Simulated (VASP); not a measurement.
# Mo2W3 (Fmmm) in VASP: further runs

The runs below take Mo2W3 through single point, relaxation of cell and atoms, with PBE.

All numbers are computed with VASP 6.6.1; they aren't measurements. Logs are shortened: lines on timing, memory, paths and dates and some standing lists are left out, and cuts for length are marked.

## 1. The cell of the first run

Symmetry: Fmmm, No. 69, orthorhombic system. The conventional cell has a = 3.171 Å, b = 4.463 Å, c = 22.579 Å, α = 90.00°, β = 90.00°, γ = 90.00°. Mo (site symmetry mm2) has 6 Mo at 2.74 to 3.17 Å and 8 W at 2.76 to 3.18 Å within 3.6 Å. Within 3.6 Å of W (site symmetry mm2) lie 10 W at 2.74 to 3.18 Å and 4 Mo at 2.76 to 3.18 Å. Within 3.6 Å of W (site symmetry mmm) lie 6 W at 2.74 to 3.17 Å and 8 Mo at 2.76 to 3.17 Å.

## 2. Single point, PBE

INCAR

```
PREC     = Accurate       # precision mode
ENCUT    = 520            # plane-wave cutoff, eV
EDIFF    = 1E-6           # SCF threshold, eV
ISMEAR   = 0              # smearing method
SIGMA    = 0.2            # smearing width, eV
LREAL    = F              # projectors in reciprocal space
LASPH    = T              # aspherical terms in the spheres
NELM     = 80             # most SCF steps
ALGO     = Fast           # electronic algorithm
ISIF     = 2              # what is computed and relaxed
LWAVE    = F              # write WAVECAR
LCHARG   = F              # write CHGCAR
GGA      = PE             # functional
NBANDS   = 43             # bands
```

KPOINTS

```
regular mesh
0
Gamma
  6 6 6
```

POSCAR

```
Mo2W3
1.0
    0.0000000000      2.2315430215     11.2895585678
    1.5856261667      0.0000000000     11.2895585678
    1.5856261667      2.2315430215      0.0000000000
Mo W
2 3
Direct
    0.4001218795      0.4001218795      0.5998781205
    0.5998781205      0.5998781205      0.4001218795
    0.8000798182      0.8000798182      0.1999201818
    0.0000000000      0.0000000000      0.0000000000
    0.1999201818      0.1999201818      0.8000798182
```

Potentials or basis: VASP PAW PBE potentials, release 64 (Mo_sv, W_sv).

Launch:

```bash
$ cat potpaw_PBE.64/Mo_sv/POTCAR potpaw_PBE.64/W_sv/POTCAR > POTCAR
$ mpirun -np 1 vasp_std > vasp.out
```

OUTCAR:

```text
PREC = Accurate
   ENCUT = 520
   EDIFF = 1E-6
   ISMEAR = 0
   LREAL = F
   LASPH = T
   NELM = 80
   ISIF = 2
   GGA = PE

 ion  position               nearest neighbor table
   1  0.400  0.400  0.600-   4 2.76   4 2.76   3 2.76   3 2.76   4 3.17   4 3.17   3 3.18   3 3.18

   2  0.600  0.600  0.400-   4 2.76   4 2.76   5 2.76   5 2.76   4 3.17   4 3.17   5 3.18   5 3.18

   3  0.800  0.800  0.200-   1 2.76   1 2.76   5 2.76   5 2.76   1 3.18   1 3.18   5 3.18   5 3.18

   4  0.000  0.000  0.000-   2 2.76   2 2.76   1 2.76   1 2.76   1 3.17   2 3.17   2 3.17   1 3.17

   5  0.200  0.200  0.800-   2 2.76   2 2.76   3 2.76   3 2.76   2 3.18   2 3.18   3 3.18   3 3.18

  LATTYP: Found a face centered orthorhombic cell.
 ALAT       =     3.1712523334
 B/A-ratio  =     1.4073575906
 C/A-ratio  =     7.1199370980

  Lattice vectors:

 A1 = (   0.0000000000,   2.2315430215,  11.2895585678)
 A2 = (   1.5856261667,   0.0000000000,  11.2895585678)
 A3 = (   1.5856261667,   2.2315430215,   0.0000000000)

Analysis of symmetry for initial positions (statically):
=====================================================================
 Subroutine PRICEL returns:
 Original cell was already a primitive cell.

 Routine SETGRP: Setting up the symmetry group for a
 face centered orthorhombic supercell.

 Subroutine GETGRP returns: Found  8 space group operations
 (whereof  8 operations were pure point group operations)
 out of a pool of  8 trial point group operations.

The static configuration has the point symmetry D_2h.

Analysis of symmetry for dynamics (positions and initial velocities):
=====================================================================
 Subroutine PRICEL returns:
 Original cell was already a primitive cell.

 Routine SETGRP: Setting up the symmetry group for a
 face centered orthorhombic supercell.

 Subroutine GETGRP returns: Found  8 space group operations
 (whereof  8 operations were pure point group operations)
 out of a pool of  8 trial point group operations.

The dynamic configuration has the point symmetry D_2h.

 Subroutine INISYM returns: Found  8 space group operations
 (whereof  8 operations are pure point group operations),
 and found     1 'primitive' translations

----------------------------------------------------------------------------------------

                                     Primitive cell

  volume of cell :      79.8938

  direct lattice vectors                    reciprocal lattice vectors
     0.000000000  2.231543021 11.289558568    -0.315332839  0.224060211  0.044288711
     1.585626167  0.000000000 11.289558568     0.315332839 -0.224060211  0.044288711
     1.585626167  2.231543021  0.000000000     0.315332839  0.224060211 -0.044288711

  length of vectors
    11.507993609 11.400365915  2.737516136     0.389357506  0.389357506  0.389357506

  position of ions in fractional coordinates (direct lattice)
     0.400121879  0.400121879  0.599878121
     0.599878121  0.599878121  0.400121879
     0.800079818  0.800079818  0.199920182
     0.000000000  0.000000000  0.000000000
     0.199920182  0.199920182  0.800079818

  ion indices of the primitive-cell ions
   primitive index   ion index
                 1           1
                 2           2
                 3           3
                 4           4
                 5           5

----------------------------------------------------------------------------------------

 KPOINTS: regular mesh

Automatic generation of k-mesh.
 Grid dimensions read from file:
 generate k-points for:    6    6    6

 Generating k-lattice:

  Cartesian coordinates                     Fractional coordinates (reciprocal lattice)
    -0.052555473  0.037343368  0.007381452     0.166666667  0.000000000  0.000000000
     0.052555473 -0.037343368  0.007381452     0.000000000  0.166666667  0.000000000
     0.052555473  0.037343368 -0.007381452     0.000000000  0.000000000  0.166666667

  Length of vectors
     0.064892918  0.064892918  0.064892918

  Shift w.r.t. Gamma in fractional coordinates (k-lattice)
     0.000000000  0.000000000  0.000000000

 Subroutine IBZKPT returns following result:
 ===========================================

 Found     46 irreducible k-points:

 Following reciprocal coordinates:
            Coordinates               Weight
  0.000000  0.000000  0.000000      1.000000
  0.166667  0.000000  0.000000      8.000000
  0.333333  0.000000  0.000000      8.000000
  0.500000  0.000000  0.000000      4.000000
  0.166667  0.166667  0.000000      2.000000
  0.333333  0.166667 -0.000000      8.000000
[... 16 lines left out ...]
 -0.166667  0.166667  0.166667      8.000000
  0.500000  0.333333  0.166667      4.000000
 [... further k-points ...]
   k-points           NKPTS =     46   k-points in BZ     NKDIM =     46   number of bands    NBANDS=     43
   number of dos      NEDOS =    301   number of ions     NIONS =      5
   total plane-waves  NPLWV = 162000
   dimension x,y,z NGX =    90 NGY =   90 NGZ =   20
   dimension x,y,z NGXF=   180 NGYF=  180 NGZF=   40
   ions per type =               2   3
   NGX,Y,Z   is equivalent  to a cutoff of  13.00, 13.12, 12.15 a.u.
   NGXF,Y,Z  is equivalent  to a cutoff of  26.00, 26.25, 24.29 a.u.
 SYSTEM =  unknown system
   PREC   = accura    normal or accurate (medium, high low for compatibility)
   ISTART =      0    job   : 0-new  1-cont  2-samecut
   ICHARG =      2    charge: 1-file 2-atom 10-const
   ISPIN  =      1    spin polarized calculation?
   LNONCOLLINEAR =      F non collinear calculations
   LSORBIT =      F    spin-orbit coupling
   LASPH  =      T    aspherical Exc in radial PAW
   ENCUT  =  520.0 eV  38.22 Ry    6.18 a.u.  21.40 21.20  5.09*2*pi/ulx,y,z
   NELM   =     80;   NELMIN=  2; NELMDL= -5     # of ELM steps
   EDIFF  = 0.1E-05   stopping-criterion for ELM
   LREAL  =      F    real-space projection
   EDIFFG = 0.1E-04   stopping-criterion for IOM
   NSW    =      0    number of steps for IOM
   IBRION =     -1    ionic relax: 0-MD 1-quasi-New 2-CG
   NFREE  =      0    steps in history (QN), initial steepest desc. (CG)
   ISIF   =      2    stress and relaxation
   ISYM   =      2    0-nonsym 1-usesym 2-fastsym
   POTIM  = 0.5000    time-step for ionic-motion
   TEBEG  =    0.0;   TEEND  =   0.0 temperature during run
   PSTRESS=    0.0 pullay stress
   NELECT =      70.0000    total number of electrons
   NUPDOWN=      -1.0000    fix difference up-down
   EMIN   =  10.00;   EMAX   =-10.00  energy-range for DOS
   EFERMI =   0.00;   METHOD = LEGACY
   ISMEAR =     0;   SIGMA  =   0.20  broadening in eV -4-tet -1-fermi 0-gaus
   EFERMI_NEDOS =   21; number of points for ismear=-14 and -15
   IALGO  =     68    algorithm
   IMIX   =      4    mixing-type and parameters
     AMIX     =   0.40;   BMIX     =  1.00
     AMIX_MAG =   1.60;   BMIX_MAG =  1.00
  volume/ion in A,a.u.               =      15.98       107.83
  Fermi-wavevector in a.u.,A,eV,Ry     =   1.566522  2.960297 33.388578  2.453991
  Thomas-Fermi vector in A             =   2.668838
   LORBIT       =      0    0 simple, 1 ext, 2 COOP (PROOUT), +10 PAW based schemes
   GGA     = PE    functional components
   LHFCALC =     F    Hartree Fock is set to
   AEXX    =    0.0000 exact exchange contribution
   IVDW    =     0    specifies the selected vdW correction
   LEPSILON=     F    determine dielectric tensor
   LRPA    =     F    only Hartree local field effects (RPA)
 non-spin polarized calculation
 RMM-DIIS sequential band-by-band and
 Gauss-broadening in eV      SIGMA  =   0.20
  energy-cutoff  :      520.00
  volume of cell :       79.89
 maximum number of plane-waves:      2182
 NGX is ok and might be reduce to    90
   NGX = 43   NGY = 43   NGZ = 11

 number of electron      69.9999998 magnetization

 Free energy of the ion-electron system (eV)
  ---------------------------------------------------
  ext. energy  EPLUGINS =         0.00000000
  ---------------------------------------------------
  free energy    TOTEN  =       -60.91733076 eV

  energy without entropy =      -60.87293474  energy(sigma->0) =      -60.89513275

 E-fermi :  11.7172     XC(G=0): -13.4643

 val. band max:       11.6966928221   @ k =   0.5000   0.1667   0.3333
 cond. band min:      11.7441069301   @ k =  -0.3333   0.0000   0.1667
 fundamental gap:      0.0474141079
 Fermi energy:        11.7171624852

 k-point     1 :       0.0000    0.0000    0.0000
  band No.  band energies     occupation
      1     -62.4523      2.00000
      2     -62.4242      2.00000
      3     -62.3910      2.00000
      4     -49.4849      2.00000
      5     -49.4840      2.00000
      6     -27.0279      2.00000
[... 35 lines left out ...]
     42      13.4686      0.00000
     43      13.7211      0.00000

 k-point     2 :       0.1667    0.0000    0.0000
  band No.  band energies     occupation
      1     -62.4313      2.00000
      2     -62.4073      2.00000
      3     -62.3782      2.00000
      4     -49.4534      2.00000
      5     -49.4528      2.00000
      6     -26.9746      2.00000
[... 35 lines left out ...]
     42      13.4803      0.00000
     43      13.6454      0.00000

 k-point     3 :       0.3333    0.0000    0.0000
  band No.  band energies     occupation
      1     -62.3863      2.00000
      2     -62.3734      2.00000
      3     -62.3554      2.00000
      4     -49.3897      2.00000
      5     -49.3896      2.00000
      6     -26.9887      2.00000
[... 35 lines left out ...]
     42      14.2177      0.00000
     43      14.3153      0.00000

 k-point     4 :       0.5000    0.0000    0.0000
  band No.  band energies     occupation
      1     -62.3564      2.00000
      2     -62.3538      2.00000
      3     -62.3538      2.00000
      4     -49.3577      2.00000
      5     -49.3576      2.00000
      6     -27.1713      2.00000
[... 863 lines left out ...]
     42      14.4731      0.00000
     43      15.0497      0.00000

 k-point    23 :      -0.1667    0.1667    0.1667
  band No.  band energies     occupation
      1     -62.3575      2.00000
      2     -62.3564      2.00000
      3     -62.3502      2.00000
      4     -49.3580      2.00000
      5     -49.3579      2.00000
      6     -26.9857      2.00000
[... 35 lines left out ...]
     42      14.3506      0.00000
     43      14.4806      0.00000

 k-point    24 :       0.5000    0.3333    0.1667
  band No.  band energies     occupation
      1     -62.4208      2.00000
      2     -62.3947      2.00000
      3     -62.3635      2.00000
      4     -49.4314      2.00000
      5     -49.4306      2.00000
      6     -26.9590      2.00000
[... 35 lines left out ...]
     42      12.3558      0.00001
     43      12.9890      0.00000

 [... further k-points ...]
[... 5 lines left out ...]
  --------------------------------------------------------------------------------------
  -------------------------------------------------------------------------------------
  Total        0.0035004      0.2452803      0.1387503     -0.0000000      0.0000000      0.0000000
  in kB        0.0701968      4.9188127      2.7824772     -0.0000000      0.0000000      0.0000000
  external PRESSURE =       2.5904956 kB  Pullay stress =       0.0000000 kB

 VOLUME and BASIS-vectors are now :
 -----------------------------------------------------------------------------
  energy-cutoff  :      520.00
  volume of cell :       79.89
      direct lattice vectors                 reciprocal lattice vectors
     0.000000000  2.231543021 11.289558568    -0.315332839  0.224060211  0.044288711
     1.585626167  0.000000000 11.289558568     0.315332839 -0.224060211  0.044288711
     1.585626167  2.231543021  0.000000000     0.315332839  0.224060211 -0.044288711

 POSITION                                       TOTAL-FORCE (eV/Angst)
 -----------------------------------------------------------------------------------
      1.58563      2.23154      9.03440         0.000000      0.000000      0.001536
      1.58563      2.23154     13.54472         0.000000      0.000000     -0.001536
      1.58563      2.23154     18.06510         0.000000      0.000000      0.019783
      0.00000      0.00000      0.00000         0.000000      0.000000      0.000000
      1.58563      2.23154      4.51402         0.000000      0.000000     -0.019783
 -----------------------------------------------------------------------------------
    total drift:                                0.000000      0.000000      0.000000

  FREE ENERGIE OF THE ION-ELECTRON SYSTEM (eV)
  ---------------------------------------------------
  free  energy   TOTEN  =       -60.9173307637 eV

  energy  without entropy=      -60.8729347420  energy(sigma->0) =      -60.89513275
```

It took 6.9 min on 1 thread of AMD EPYC 9R45 (Zen 5), shared host; peak memory 0.42 GiB.

Results:

* Free energy: -60.9173 eV
* Pressure: 0.3 GPa
* Largest force: 0.020 eV/Å
* Band gap on the k mesh: zero (bands 35 and 36 overlap by 2.06 eV)

Forces on the atoms (eV/Å):
```
Mo   0.000  0.000  0.002
Mo   0.000  0.000 -0.002
W    0.000  0.000  0.020
W    0.000  0.000  0.000
W    0.000  0.000 -0.020
```

Stress tensor (GPa, compression positive):
```
0.01 0.00 0.00
0.00 0.49 0.00
0.00 0.00 0.28
```

Levels at points of the mesh, in eV from the Fermi level:
| k point | band 32 | band 33 | band 34 | band 35 | band 36 | band 37 | band 38 | band 39 |
| --- | --- | --- | --- | --- | --- | --- | --- | --- |
| (0.00, 0.00, 0.00) | -1.37 | -1.30 | -1.19 | -0.29 | -0.18 | 0.28 | 0.64 | 1.12 |
| (0.50, 0.00, 0.00) | -1.65 | -0.26 | -0.13 | 1.00 | 1.33 | 1.52 | 1.91 | 1.96 |
| (0.50, 0.50, 0.00) | -1.58 | -1.38 | -1.36 | -0.81 | -0.73 | 0.88 | 1.30 | 1.39 |
| (0.50, 0.00, 0.50) | -1.61 | 0.04 | 0.13 | 1.07 | 1.80 | 2.62 | 2.70 | 2.91 |
| (0.00, 0.50, 0.50) | -0.56 | 0.18 | 0.53 | 0.71 | 0.89 | 1.05 | 1.11 | 4.18 |

Caveat: the k points lie up to 0.41 Å⁻¹ apart, too coarse for converged energies and pressures of a metal; spin-orbit coupling is left out, which moves the levels of the heavy elements.

[end of part 1 of 2]

The gap in the log of VASP goes by the Fermi energy; the results here count the filled bands.